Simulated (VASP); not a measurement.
# Al in VASP: a series of runs, part 2 of 2

VASP 6.6.1. Earlier steps stand in the parts before.

### Step 5. Single point, PBE

Input file INCAR:

```
SYSTEM = Al
  PREC = Accurate
  ENCUT = 520
  EDIFF = 1E-6
  ISMEAR = 0
  SIGMA = 0.1
  LREAL = Auto
  LASPH = .True.
  NELM = 60
  ALGO = Normal
  ISIF = 2
  LWAVE = .False.
  LCHARG = .False.
  LDIPOL = .True.
  IDIPOL = 3
  DIPOL = 0.5 0.5 0.324
  GGA = PE
  NBANDS = 40
```

Input file KPOINTS:

```
regular mesh
0
Gamma
  5 4 1
  0 0 0
```

Input file POSCAR:

```
Al
1.0
    5.7135165838      0.0000000000      0.0000000000
    0.0000000000      8.0801326416      0.0000000000
    0.0000000000      0.0000000000     19.7432786844
Al
17
Direct
    0.2500000000      0.2500000000      0.2026005946
    0.2500000000      0.7500000000      0.2026005946
    0.7500000000      0.2500000000      0.2026005946
    0.7500000000      0.7500000000      0.2026005946
    0.0000000000      0.0000000000      0.2749482107
    0.0000000000      0.5000000000      0.2749482107
    0.5000000000      0.0000000000      0.2749482107
    0.5000000000      0.5000000000      0.2749482107
    0.2500000000      0.2500000000      0.3495466410
    0.2500000000      0.7500000000      0.3495466410
    0.7500000000      0.2500000000      0.3495466410
    0.7500000000      0.7500000000      0.3495466410
    0.0000000000      0.0000000000      0.4175232906
    0.0000000000      0.5000000000      0.4175232906
    0.5000000000      0.0000000000      0.4175232906
    0.5000000000      0.5000000000      0.4175232906
    0.2500000000      0.0833333333      0.5266516411
```

Potentials or basis: VASP PAW PBE potentials, release 64 (Al).

Launch:

```console
cat potpaw_PBE.64/Al/POTCAR > POTCAR
mpirun -np 1 vasp_std > vasp.out
```

OUTCAR:

```text
SYSTEM = Al
   PREC = Accurate
   ENCUT = 520
   EDIFF = 1E-6
   ISMEAR = 0
   LREAL = Auto
   LASPH = .True.
   NELM = 60
   ISIF = 2
   GGA = PE

 ion  position               nearest neighbor table
   1  0.250  0.250  0.203-   3 2.86   3 2.86   6 2.86   7 2.86   8 2.86   5 2.86   9 2.90
   2  0.250  0.750  0.203-   4 2.86   4 2.86   6 2.86   7 2.86   8 2.86   5 2.86  10 2.90
   3  0.750  0.250  0.203-   1 2.86   1 2.86   6 2.86   7 2.86   8 2.86   5 2.86  11 2.90
   4  0.750  0.750  0.203-   2 2.86   2 2.86   6 2.86   7 2.86   8 2.86   5 2.86  12 2.90
   5  0.000  0.000  0.275-  13 2.81   7 2.86   7 2.86   4 2.86   1 2.86   2 2.86   3 2.86  11 2.88
                            12 2.88   9 2.88  10 2.88
   6  0.000  0.500  0.275-  14 2.81   8 2.86   8 2.86   4 2.86   1 2.86   2 2.86   3 2.86  11 2.88
                            12 2.88   9 2.88  10 2.88
   7  0.500  0.000  0.275-  15 2.81   5 2.86   5 2.86   4 2.86   1 2.86   2 2.86   3 2.86  11 2.88
                            12 2.88   9 2.88  10 2.88
   8  0.500  0.500  0.275-  16 2.81   6 2.86   6 2.86   4 2.86   1 2.86   2 2.86   3 2.86  11 2.88
                            12 2.88   9 2.88  10 2.88
   9  0.250  0.250  0.350-  13 2.81  14 2.81  15 2.81  16 2.81  11 2.86  11 2.86   7 2.88   8 2.88
                             5 2.88   6 2.88   1 2.90
[... 587 lines left out ...]
------------------------ aborting loop because EDIFF is reached ----------------------------------------

 vacuum level on the upper side and lower side of the slab       (xc-potential included)        -0.136        -0.168

  FORCE on cell =-STRESS in cart. coord.  units (eV):
  Direction    XX          YY          ZZ          XY          YZ          ZX
  --------------------------------------------------------------------------------------
  -------------------------------------------------------------------------------------
  Total       -9.4447602     -3.9425095     -1.2456708      0.0000000      0.9091996      0.0000000
  in kB      -16.6019943     -6.9301411     -2.1896395      0.0000000      1.5981906      0.0000000
  external PRESSURE =      -8.5739249 kB  Pullay stress =       0.0000000 kB

 VOLUME and BASIS-vectors are now :
 -----------------------------------------------------------------------------
  energy-cutoff  :      520.00
  volume of cell :      911.47
      direct lattice vectors                 reciprocal lattice vectors
     5.713516584  0.000000000  0.000000000     0.175023558  0.000000000  0.000000000
     0.000000000  8.080132642  0.000000000     0.000000000  0.123760345  0.000000000
     0.000000000  0.000000000 19.743278684     0.000000000  0.000000000  0.050650149

 POSITION                                       TOTAL-FORCE (eV/Angst)
 -----------------------------------------------------------------------------------
      1.42838      2.02003      4.00000         0.000000     -0.003192      0.230598
      1.42838      6.06010      4.00000         0.000000     -0.032691      0.199751
      4.28514      2.02003      4.00000         0.000000      0.023141      0.176773
      4.28514      6.06010      4.00000         0.000000     -0.045348      0.200757
      0.00000      0.00000      5.42838         0.024494     -0.018014     -0.173957
      0.00000      4.04007      5.42838        -0.012287      0.006580     -0.177864
[... 9 lines left out ...]
      2.85676      4.04007      8.24328         0.027910     -0.025026      0.059183
      1.42838      0.67334     10.39783         0.000000      0.276605      0.010884
 -----------------------------------------------------------------------------------
    total drift:                               -0.000000     -0.000161     -0.000327

  FREE ENERGIE OF THE ION-ELECTRON SYSTEM (eV)
  ---------------------------------------------------
  free  energy   TOTEN  =       -57.2489918082 eV

  energy  without entropy=      -57.1992190685  energy(sigma->0) =      -57.22410544

 vacuum level on the upper side and lower side of the slab         3.694         3.656
```

Run time: 6.2 min. Hardware: 1 thread of AMD EPYC 9R45 (Zen 5), shared host; peak memory 0.75 GiB.

What came out:

```
Free energy            : -57.2490 eV
Largest force          : 0.377 eV/Å
Band gap on the k mesh : zero (an odd number of electrons rules out a gap without spin polarisation)
```

Forces in eV/Å, atoms in the order of the input:
```
Al   0.000 -0.003  0.231
Al   0.000 -0.033  0.200
Al   0.000  0.023  0.177
Al   0.000 -0.045  0.201
Al   0.024 -0.018 -0.174
Al  -0.012  0.007 -0.178
Al  -0.024 -0.018 -0.174
Al   0.012  0.007 -0.178
Al   0.000 -0.063  0.026
Al   0.000  0.026 -0.012
Al   0.000 -0.028 -0.109
Al   0.000  0.064 -0.019
Al  -0.365 -0.072 -0.059
Al  -0.028 -0.025  0.059
Al   0.365 -0.072 -0.059
Al   0.028 -0.025  0.059
Al   0.000  0.277  0.011
```

Levels at points of the mesh, in eV from the Fermi level:
```csv
k point,band 23,band 24,band 25,band 26,band 27,band 28
"(0.00, 0.00, 0.00)",-0.96,-0.83,-0.48,-0.47,-0.19,0.19
"(0.00, 0.50, 0.00)",-0.85,-0.84,-0.66,-0.57,0.09,0.25
```

### Step 6. Overview

| cell | gap on the mesh (eV) | largest force (eV/Å) |
| --- | --- | --- |
| as given, atomic positions A | none | 0.43 |
| as given, atomic positions B | none | 0.76 |
| as given, atomic positions C | none | 0.57 |
| as given, atomic positions D | none | 0.38 |

Alike in all rows: task single point; level PBE; potentials or basis VASP PAW PBE potentials, release 64 (Al); no spin polarisation; k mesh 5 × 4 × 1; cutoff (eV) 520; smearing gaussian 0.1 eV.

Total energies depend on the potentials used, so only differences within one code and one set of settings carry meaning.
